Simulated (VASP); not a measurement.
The system is CdS.

```
Cd S
1.0
     0.00000    2.71603    2.71603
     2.71603    0.00000    2.71603
     2.71603    2.71603    0.00000
Cd S
1 1
Direct
  0.00000 0.00000 0.00000
  0.50000 0.50000 0.50000
```

Base run:

| Item | Value |
| --- | --- |
| Program | VASP 6.6.1 |
| Functional | r2SCAN |
| Potentials or basis | VASP PAW PBE potentials, release 64 (Cd, S) |
| Cutoff | 520 eV |
| k mesh | 8 × 8 × 8 |
| Occupations | fermi-dirac, width 0.05 eV |
| Spin | no spin polarisation |

Its results: pressure 1.5 GPa.

Q: The run is repeated on the same cell with these changes: functional from r2SCAN to LDA; potentials or basis from VASP PAW PBE potentials, release 64 (Cd, S) to VASP PAW LDA potentials, release 64 (Cd, S). What comes out?

A: Pressure -3.6 GPa.

Caveats: the PAW data sets were made with another functional, which shifts forces and pressure a little (some runs).
